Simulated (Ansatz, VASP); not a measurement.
Ni: VASP beside Ansatz

Contents of INCAR:

```
SYSTEM = Ni
PREC     = Accurate       ! precision mode
ENCUT    = 520            ! plane-wave cutoff, eV
EDIFF    = 1E-6           ! SCF threshold, eV
ISMEAR   = -1             ! smearing method
SIGMA    = 0.1            ! smearing width, eV
LREAL    = .FALSE.        ! projectors in reciprocal space
LASPH    = .TRUE.         ! aspherical terms in the spheres
NELM     = 150            ! most SCF steps
ALGO     = Normal         ! electronic algorithm
ISIF     = 2              ! what is computed and relaxed
LWAVE    = .FALSE.        ! write WAVECAR
LCHARG   = .FALSE.        ! write CHGCAR
ISPIN    = 2              ! spin polarisation
MAGMOM   = 1 1            ! initial moments
LORBIT   = 11             ! projections on sites
LMAXMIX  = 4              ! l up to which the mixer works
GGA      = PE             ! functional
NBANDS   = 21             ! bands
```

Contents of KPOINTS:

```
Automatic mesh
0
G
  14 14 14
  0 0 0
```

The input POSCAR:

```
Ni
1.0
    0.0000000000      2.1529633205      2.1529633205
    2.1529633205      0.0000000000      2.1529633205
    2.1529633205      2.1529633205      0.0000000000
Ni
2
Direct
   -0.1250000000     -0.1250000000     -0.1250000000
    0.1250000000      0.1250000000      0.1250000000
```

Input for Ansatz:

```yaml
crystal:
  lattice:
    - [0.0, 2.1529633205, 2.1529633205]
    - [2.1529633205, 0.0, 2.1529633205]
    - [2.1529633205, 2.1529633205, 0.0]
  atoms:
    - { symbol: Ni, position: [-0.125, -0.125, -0.125], spin: 1.0 }
    - { symbol: Ni, position: [0.125, 0.125, 0.125], spin: 1.0 }
magnetization:
  spin_polarized: true
kpoints:
  mp_grid: { grid: [14, 14, 14] }
scf:
  occupations: { method: fermi_dirac, width: 0.1 }
hamiltonian:
  xc: pbe
  pseudopotentials: { kind: paw }
output:
  forces: true
  stress: true
  eigenvalues: true
  populations: true
```

Change from the starting cell: volume scaled by 0.6, PAW files.

Alike in both runs: task single point; functional PBE; k mesh 14 × 14 × 14; occupations fermi-dirac, width 0.1 eV; collinear spin.

```csv
,VASP,Ansatz
version,VASP 6.6.1,Ansatz 0.2.0
potentials or method,"VASP PAW PBE potentials, release 64 (Ni)","PAW with Ansatz's default frozen-core files, scalar-relativistic"
plane-wave cutoff (eV),520,420
valence electrons in the cell,20,36
```

|  | VASP | Ansatz | Ansatz less VASP |
| --- | --- | --- | --- |
| pressure (GPa) | 144.1 | 153.6 | +9.55 |
| net moment per atom (μB) | 0.70 | 0.72 | +0.019 |
| size of the moment on the site where the two differ most (μB) | 0.67 | 0.72 | +0.051 |

Site moments also hang on the region over which each program counts them. Both programs put the cell under a high pressure, so it lies far from rest at this level. VASP's potentials hold 20 valence electrons a cell and Ansatz's 36, so a difference there can come from the potentials and not from the codes.

Noted on VASP's run: the cell as given lies far from equilibrium.
